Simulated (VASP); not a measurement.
# Cu (Cmcm) in VASP: further runs

The runs below take Cu through single point, with PBE.

Program: VASP 6.6.1. These are calculated values, not measurements. Logs are shortened: lines on timing, memory, paths and dates and some standing lists are left out, and cuts for length are marked.

## 1. The cell of the first run

It takes space group Cmcm (No. 63, orthorhombic). Conventional cell: a = 2.348 Å, b = 8.280 Å, c = 2.582 Å, α = 90.00°, β = 90.00°, γ = 90.00°. Cu (site symmetry m2m) has 10 Cu at 2.35 to 2.59 Å within 3.1 Å.

## 2. Single point, PBE (12.55 Å³/atom)

INCAR reads:

```
SYSTEM = Cu
PREC = Accurate ; ENCUT = 520
EDIFF = 1E-6 ; ISMEAR = 0
SIGMA = 0.15 ; LREAL = .False.
LASPH = .True. ; NELM = 60
ALGO = Fast ; ISIF = 2
LWAVE = .False. ; LCHARG = .False.
GGA = PE ; NBANDS = 18
```

KPOINTS reads:

```
regular mesh
0
Gamma
  20 20 20
  0 0 0
```

POSCAR reads:

```
Cu
1.0
    1.1742124712     -4.1399962898      0.0000000000
    1.1742124712      4.1399962898      0.0000000000
    0.0000000000      0.0000000000      2.5822680510
Cu
2
Direct
    0.1340351705      0.8659648295      0.2500000000
    0.8659648295      0.1340351705      0.7500000000
```

Potentials or basis: VASP PAW PBE potentials, release 64 (Cu).

The run is started by

```
cat potpaw_PBE.64/Cu/POTCAR > POTCAR
mpirun -np 1 vasp_std > vasp.out
```

OUTCAR:

```text
SYSTEM = Cu
   PREC = Accurate
   ENCUT = 520
   EDIFF = 1E-6
   ISMEAR = 0
   LREAL = .False.
   LASPH = .True.
   NELM = 60
   ISIF = 2
   GGA = PE

 ion  position               nearest neighbor table
   1  0.134  0.866  0.250-   2 2.57   2 2.57   2 2.59   2 2.59   2 2.59   2 2.59
   2  0.866  0.134  0.750-   1 2.57   1 2.57   1 2.59   1 2.59   1 2.59   1 2.59

  LATTYP: Found a base centered orthorhombic cell.
 ALAT       =     2.3484249424
 B/A-ratio  =     3.5257641963
 C/A-ratio  =     1.0995744443

  Lattice vectors:

 A1 = (   1.1742124712,  -4.1399962898,   0.0000000000)
 A2 = (   1.1742124712,   4.1399962898,   0.0000000000)
 A3 = (   0.0000000000,   0.0000000000,   2.5822680510)

Analysis of symmetry for initial positions (statically):
=====================================================================
 Subroutine PRICEL returns:
 Original cell was already a primitive cell.

 Routine SETGRP: Setting up the symmetry group for a
 base centered orthorhombic supercell.

 Subroutine GETGRP returns: Found  8 space group operations
 (whereof  4 operations were pure point group operations)
 out of a pool of  8 trial point group operations.

The static configuration has the point symmetry C_2h.
 The point group associated with its full space group is D_2h.

Analysis of symmetry for dynamics (positions and initial velocities):
=====================================================================
 Subroutine PRICEL returns:
 Original cell was already a primitive cell.

 Routine SETGRP: Setting up the symmetry group for a
 base centered orthorhombic supercell.

 Subroutine GETGRP returns: Found  8 space group operations
 (whereof  4 operations were pure point group operations)
 out of a pool of  8 trial point group operations.

The dynamic configuration has the point symmetry C_2h.
 The point group associated with its full space group is D_2h.

 Subroutine INISYM returns: Found  8 space group operations
 (whereof  4 operations are pure point group operations),
 and found     1 'primitive' translations

----------------------------------------------------------------------------------------

                                     Primitive cell

  volume of cell :      25.1060

  direct lattice vectors                    reciprocal lattice vectors
     1.174212471 -4.139996290  0.000000000     0.425817314 -0.120773055  0.000000000
     1.174212471  4.139996290  0.000000000     0.425817314  0.120773055  0.000000000
     0.000000000  0.000000000  2.582268051     0.000000000  0.000000000  0.387256466

  length of vectors
     4.303294576  4.303294576  2.582268051     0.442613280  0.442613280  0.387256466

  position of ions in fractional coordinates (direct lattice)
     0.134035170  0.865964830  0.250000000
     0.865964830  0.134035170  0.750000000

  ion indices of the primitive-cell ions
   primitive index   ion index
                 1           1
                 2           2

----------------------------------------------------------------------------------------

 KPOINTS: regular mesh

Automatic generation of k-mesh.
 Grid dimensions read from file:
 generate k-points for:   20   20   20

 Generating k-lattice:

  Cartesian coordinates                     Fractional coordinates (reciprocal lattice)
     0.021290866 -0.006038653  0.000000000     0.050000000  0.000000000  0.000000000
     0.021290866  0.006038653  0.000000000     0.000000000  0.050000000  0.000000000
     0.000000000  0.000000000  0.019362823     0.000000000  0.000000000  0.050000000

  Length of vectors
     0.022130664  0.022130664  0.019362823

  Shift w.r.t. Gamma in fractional coordinates (k-lattice)
     0.000000000  0.000000000  0.000000000

 Subroutine IBZKPT returns following result:
 ===========================================

 Found   1221 irreducible k-points:

 Following reciprocal coordinates:
            Coordinates               Weight
  0.000000  0.000000  0.000000      1.000000
  0.050000  0.000000  0.000000      4.000000
  0.100000  0.000000  0.000000      4.000000
  0.150000  0.000000  0.000000      4.000000
  0.200000  0.000000  0.000000      4.000000
  0.250000  0.000000  0.000000      4.000000
[... 16 lines left out ...]
 -0.400000  0.050000  0.000000      4.000000
 -0.350000  0.050000  0.000000      4.000000
 [... further k-points ...]
   k-points           NKPTS =   1221   k-points in BZ     NKDIM =   1221   number of bands    NBANDS=     18
   number of dos      NEDOS =    301   number of ions     NIONS =      2
   total plane-waves  NPLWV =  20480
   dimension x,y,z NGX =    32 NGY =   32 NGZ =   20
   dimension x,y,z NGXF=    64 NGYF=   64 NGZF=   40
   ions per type =               2
   NGX,Y,Z   is equivalent  to a cutoff of  12.36, 12.36, 12.88 a.u.
   NGXF,Y,Z  is equivalent  to a cutoff of  24.72, 24.72, 25.75 a.u.
 SYSTEM =  Cu
   PREC   = accura    normal or accurate (medium, high low for compatibility)
[... 97 lines left out ...]
     17      25.6674      0.00000
     18      28.6351      0.00000

 k-point     4 :       0.1500    0.0000    0.0000
  band No.  band energies     occupation
      1      -1.3579      2.00000
      2       2.4252      2.00000
      3       2.9753      2.00000
      4       3.3868      2.00000
      5       3.9981      2.00000
      6       4.0666      2.00000
[... 10 lines left out ...]
     17      25.6907      0.00000
     18      28.9057      0.00000

 k-point     5 :       0.2000    0.0000    0.0000
  band No.  band energies     occupation
      1      -0.8412      2.00000
      2       2.5945      2.00000
      3       3.1707      2.00000
      4       3.5289      2.00000
      5       3.8243      2.00000
      6       4.0499      2.00000
[... 10 lines left out ...]
     17      25.8683      0.00000
     18      29.2281      0.00000

 k-point     6 :       0.2500    0.0000    0.0000
  band No.  band energies     occupation
      1      -0.2093      2.00000
      2       2.7349      2.00000
      3       3.3525      2.00000
      4       3.4129      2.00000
      5       3.9618      2.00000
      6       4.0988      2.00000
[... 10 lines left out ...]
     17      26.1284      0.00000
     18      29.5493      0.00000

 k-point     7 :       0.3000    0.0000    0.0000
  band No.  band energies     occupation
      1       0.4992      2.00000
      2       2.7859      2.00000
      3       3.2637      2.00000
      4       3.5478      2.00000
      5       4.1051      2.00000
      6       4.1288      2.00000
[... 10 lines left out ...]
     17      26.4482      0.00000
     18      28.9456      0.00000

 k-point     8 :       0.3500    0.0000    0.0000
  band No.  band energies     occupation
      1       1.2120      2.00000
      2       2.7143      2.00000
      3       3.2915      2.00000
      4       3.6851      2.00000
      5       4.1266      2.00000
      6       4.1344      2.00000
[... 10 lines left out ...]
     17      26.4944      0.00000
     18      27.2173      0.00000
[... 229 lines left out ...]
     17      26.9358      0.00000
     18      27.7423      0.00000

 k-point    20 :       0.4500    0.0500    0.0000
  band No.  band energies     occupation
      1       2.2823      2.00000
      2       2.5151      2.00000
      3       3.4827      2.00000
      4       3.9715      2.00000
      5       4.0439      2.00000
      6       4.1148      2.00000
[... 10 lines left out ...]
     17      27.8615      0.00000
     18      27.9983      0.00000

 k-point    21 :       0.5000    0.0500    0.0000
  band No.  band energies     occupation
      1       2.2160      2.00000
      2       2.4829      2.00000
      3       3.4864      2.00000
      4       3.9860      2.00000
      5       4.0782      2.00000
      6       4.1122      2.00000
[... 10 lines left out ...]
     17      27.3164      0.00000
     18      27.8980      0.00000

 k-point    22 :      -0.4500    0.0500    0.0000
  band No.  band energies     occupation
      1       1.8825      2.00000
      2       2.5428      2.00000
      3       3.4333      2.00000
      4       3.9374      2.00000
      5       4.1316      2.00000
      6       4.1537      2.00000
[... 10 lines left out ...]
     17      26.0908      0.00000
     18      27.5228      0.00000

 k-point    23 :      -0.4000    0.0500    0.0000
  band No.  band energies     occupation
      1       1.3196      2.00000
      2       2.6326      2.00000
      3       3.3579      2.00000
      4       3.7521      2.00000
      5       4.1005      2.00000
      6       4.1560      2.00000
[... 10 lines left out ...]
     17      25.6939      0.00000
     18      27.1321      0.00000

 k-point    24 :      -0.3500    0.0500    0.0000
  band No.  band energies     occupation
      1       0.6218      2.00000
      2       2.7040      2.00000
      3       3.3200      2.00000
      4       3.5470      2.00000
      5       4.0776      2.00000
      6       4.1591      2.00000
[... 10 lines left out ...]
     17      26.4875      0.00000
     18      28.0127      0.00000

 [... further k-points ...]

------------------------ aborting loop because EDIFF is reached ----------------------------------------

  FORCE on cell =-STRESS in cart. coord.  units (eV):
  Direction    XX          YY          ZZ          XY          YZ          ZX
  --------------------------------------------------------------------------------------
  -------------------------------------------------------------------------------------
  Total        2.4393504     -0.6762884     -0.8828252      0.0000000      0.0000000      0.0000000
  in kB      155.6706744    -43.1583216    -56.3387652      0.0000000      0.0000000      0.0000000
  external PRESSURE =      18.7245292 kB  Pullay stress =       0.0000000 kB

 VOLUME and BASIS-vectors are now :
 -----------------------------------------------------------------------------
  energy-cutoff  :      520.00
  volume of cell :       25.11
      direct lattice vectors                 reciprocal lattice vectors
     1.174212471 -4.139996290  0.000000000     0.425817314 -0.120773055  0.000000000
     1.174212471  4.139996290  0.000000000     0.425817314  0.120773055  0.000000000
     0.000000000  0.000000000  2.582268051     0.000000000  0.000000000  0.387256466

 POSITION                                       TOTAL-FORCE (eV/Angst)
 -----------------------------------------------------------------------------------
      1.17421      3.03019      0.64557         0.000000      0.137984      0.000000
      1.17421     -3.03019      1.93670         0.000000     -0.137984     -0.000000
 -----------------------------------------------------------------------------------
    total drift:                               -0.000000     -0.000000      0.000000

  FREE ENERGIE OF THE ION-ELECTRON SYSTEM (eV)
  ---------------------------------------------------
  free  energy   TOTEN  =        -7.0984441367 eV

  energy  without entropy=       -7.0912551725  energy(sigma->0) =       -7.09484965
```

Wall time 11 min (1 thread of Intel Xeon 8259CL, shared host); peak memory 0.54 GiB.

What came out:

```
Free energy            : -7.0984 eV
Pressure               : 1.9 GPa
Largest force          : 0.138 eV/Å
Band gap on the k mesh : zero (bands 11 and 12 overlap by 5.79 eV)
```

Forces in eV/Å, atoms in the order of the input:
```
Cu   0.000  0.138  0.000
Cu   0.000 -0.138  0.000
```

Caveat: the stress differs along the axes, from -6 to 16 GPa.

## 3. Single point, PBE (14.06 Å³/atom)

This run uses another cell than the first one, of 14.06 Å³/atom.

INCAR reads:

```
SYSTEM = Cu
PREC = Accurate
ENCUT = 520
EDIFF = 1E-6
ISMEAR = 0
SIGMA = 0.15
LREAL = .False.
LASPH = .True.
NELM = 100
ALGO = Fast
ISIF = 2
LWAVE = .False.
LCHARG = .True.
GGA = PE
LELF = .True.
LVHAR = .True.
NBANDS = 18
```

KPOINTS is that of step 2.

POSCAR reads:

```
Cu
1.0
    1.3569598188     -4.0756139163      0.0000000000
    1.3569598188      4.0756139163      0.0000000000
    0.0000000000      0.0000000000      2.5421103952
Cu
2
Direct
    0.1340351705      0.8659648295      0.2500000000
    0.8659648295      0.1340351705      0.7500000000
```

Potentials or basis: VASP PAW PBE potentials, release 64 (Cu).

The run is started by

```
cat potpaw_PBE.64/Cu/POTCAR > POTCAR
mpirun -np 1 vasp_std > vasp.out
```

Run time: 4.2 min. Hardware: 1 thread of Intel Xeon 6975P-C (Granite Rapids), shared host; peak memory 0.56 GiB.

Results (log left out):

```yaml
Free_energy: -7.0393 eV
Pressure: -8.9 GPa
Largest_force: 0.265 eV/Å
Band_gap_on_the_k_mesh: zero (bands 11 and 12 overlap by 5.02 eV)
```

Forces on the atoms (eV/Å):
```
Cu   0.000 -0.265  0.000
Cu   0.000  0.265  0.000
```

Stress tensor (GPa, compression positive):
```
-14.59   0.00   0.00
  0.00  -6.86   0.00
  0.00   0.00  -5.30
```

Levels at points of the mesh, in eV from the Fermi level:
```tsv
k point	band 8	band 9	band 10	band 11	band 12	band 13	band 14	band 15
(0.00, 0.00, 0.00)	-1.98	-1.75	-1.62	-1.34	0.64	4.58	14.36	14.61
(0.50, 0.00, 0.00)	-2.22	-1.83	-1.49	-0.77	0.35	2.07	5.61	11.88
(0.50, 0.50, 0.00)	-2.07	-1.96	-1.84	-1.53	-1.46	11.70	13.42	14.78
(0.00, 0.00, 0.50)	-2.55	-1.64	-1.64	0.12	0.12	8.17	8.17	9.16
(0.50, 0.00, 0.50)	-1.66	-1.32	-1.32	3.20	3.20	6.56	6.56	8.55
(0.50, 0.50, 0.50)	-1.92	-1.40	-1.40	-0.26	-0.26	3.50	3.50	17.65
```

Caveat: the stress differs along the axes, from -15 to -5 GPa.

## 4. Single point, PBE (14.06 Å³/atom)

This run uses another cell than the first one, of 14.06 Å³/atom.

INCAR reads:

```
SYSTEM = Cu
  PREC = Accurate
  ENCUT = 520
  EDIFF = 1E-6
  ISMEAR = 0
  SIGMA = 0.15
  LREAL = .FALSE.
  LASPH = .TRUE.
  NELM = 60
  ALGO = Fast
  ISIF = 2
  LWAVE = .FALSE.
  LCHARG = .FALSE.
  GGA = PE
  NBANDS = 18
```

KPOINTS reads:

```
Automatic mesh
0
G
  20 20 20
  0 0 0
```

POSCAR reads:

```
Cu
1.0
    1.2523899424     -4.2423524345      0.0000000000
    1.2523899424      4.2423524345      0.0000000000
    0.0000000000      0.0000000000      2.6461113455
Cu
2
Direct
    0.1340351705      0.8659648295      0.2500000000
    0.8659648295      0.1340351705      0.7500000000
```

The run is started by

```
cat potpaw_PBE.64/Cu/POTCAR > POTCAR
mpirun -np 1 vasp_std > vasp.out
```

Run time: 5.4 min. Hardware: 1 thread of Intel Xeon 6975P-C (Granite Rapids), shared host; peak memory 0.57 GiB.

Results (log left out):

```yaml
Free_energy: -7.0593 eV
Pressure: -10.0 GPa
Largest_force: 0.058 eV/Å
Band_gap_on_the_k_mesh: zero (bands 11 and 12 overlap by 5.38 eV)
```

Forces in eV/Å, atoms in the order of the input:
```
Cu   0.000 -0.058  0.000
Cu   0.000  0.058  0.000
```

Stress tensor (GPa, compression positive):
```
 -5.37   0.00   0.00
  0.00 -12.30   0.00
  0.00   0.00 -12.33
```

Levels at points of the mesh, in eV from the Fermi level:
```
           k point  band 9  band 10  band 11  band 12  band 13  band 14
(0.00, 0.00, 0.00)   -1.60    -1.50    -1.34     0.13     3.76    12.83
(0.50, 0.00, 0.00)   -1.89    -1.51    -0.22     1.29     2.63     6.18
(0.50, 0.50, 0.00)   -1.97    -1.66    -1.43    -1.38    11.86    13.41
(0.00, 0.00, 0.50)   -1.51    -1.51    -0.18    -0.18     7.05     7.05
(0.50, 0.00, 0.50)   -1.15    -1.15     3.64     3.64     6.78     6.78
(0.50, 0.50, 0.50)   -1.43    -1.43    -0.64    -0.64     2.77     2.77
```

Caveat: the stress differs along the axes, from -12 to -5 GPa.

## 5. Single point, PBE (14.06 Å³/atom)

This run uses another cell than the first one, of 14.06 Å³/atom.

INCAR reads:

```
SYSTEM = Cu
  PREC = Accurate
  ENCUT = 520
  EDIFF = 1E-7
  ISMEAR = 0
  SIGMA = 0.15
  LREAL = .False.
  LASPH = .True.
  NELM = 60
  ALGO = Fast
  ISIF = 2
  LWAVE = .False.
  LCHARG = .False.
  GGA = PE
  NBANDS = 18
```

KPOINTS reads:

```
Automatic mesh
0
Gamma
  20 20 20
  0 0 0
```

POSCAR reads:

```
Cu
1.0
    1.3211548289     -4.1304719022      0.0000000000
    1.3211548289      4.1304719022      0.0000000000
    0.0000000000      0.0000000000      2.5763273400
Cu
2
Direct
    0.1340351705      0.8659648295      0.2500000000
    0.8659648295      0.1340351705      0.7500000000
```

The run is started by

```
cat potpaw_PBE.64/Cu/POTCAR > POTCAR
mpirun -np 1 vasp_std > vasp.out
```

Run time: 4.2 min. Hardware: 1 thread of Intel Xeon 6975P-C (Granite Rapids), shared host; peak memory 0.56 GiB.

It converged, with:

* Free energy: -7.0693 eV
* Pressure: -9.8 GPa
* Largest force: 0.175 eV/Å
* Band gap on the k mesh: zero (bands 11 and 12 overlap by 5.14 eV)

Forces on the atoms (eV/Å):
```
Cu   0.000 -0.175  0.000
Cu   0.000  0.175  0.000
```

Stress tensor (GPa, compression positive):
```
-12.55   0.00   0.00
  0.00  -8.81   0.00
  0.00   0.00  -7.92
```

Levels at points of the mesh, in eV from the Fermi level:
```csv
k point,band 9,band 10,band 11,band 12,band 13,band 14
"(0.00, 0.00, 0.00)",-1.70,-1.58,-1.33,0.47,4.30,14.01
"(0.50, 0.00, 0.00)",-1.84,-1.49,-0.59,0.67,2.23,5.78
"(0.50, 0.50, 0.00)",-1.98,-1.78,-1.50,-1.43,12.88,12.89
"(0.00, 0.00, 0.50)",-1.59,-1.59,0.02,0.02,7.79,7.79
"(0.50, 0.00, 0.50)",-1.26,-1.26,3.34,3.34,6.61,6.61
"(0.50, 0.50, 0.50)",-1.40,-1.40,-0.39,-0.39,3.26,3.26
```

Caveat: the cell stands under tension.

## 6. Summary

```tsv
cell	further INCAR settings	gap on the mesh (eV)	pressure (GPa)	largest force (eV/Å)
a = 4.303, b = 4.303, c = 2.582 Å, angles 90.0, 90.0, 148.3°, 2 atoms	ALGO = Fast; EDIFF = 1e-06; NBANDS = 18	none	1.9	0.14
a = 4.296, b = 4.296, c = 2.542 Å, angles 90.0, 90.0, 143.2°, 2 atoms	ALGO = Fast; EDIFF = 1e-06; NBANDS = 18	none	-8.9	0.26
a = 4.423, b = 4.423, c = 2.646 Å, angles 90.0, 90.0, 147.1°, 2 atoms	ALGO = Fast; EDIFF = 1e-06; NBANDS = 18	none	-10.0	0.06
a = 4.337, b = 4.337, c = 2.576 Å, angles 90.0, 90.0, 144.5°, 2 atoms	ALGO = Fast; EDIFF = 1e-07; NBANDS = 18	none	-9.8	0.17
```

Alike in all rows: task single point; level PBE; potentials or basis VASP PAW PBE potentials, release 64 (Cu); no spin polarisation; k mesh 20 × 20 × 20; cutoff (eV) 520; smearing gaussian 0.15 eV.

Caveats: the stress differs along the axes, from -6 to 16 GPa (at least some runs); the stress differs along the axes, from -15 to -5 GPa (at least some runs); the stress differs along the axes, from -12 to -5 GPa (at least some runs); the cell stands under tension (at least some runs).

Absolute energies hang on the potentials; compare differences alone.
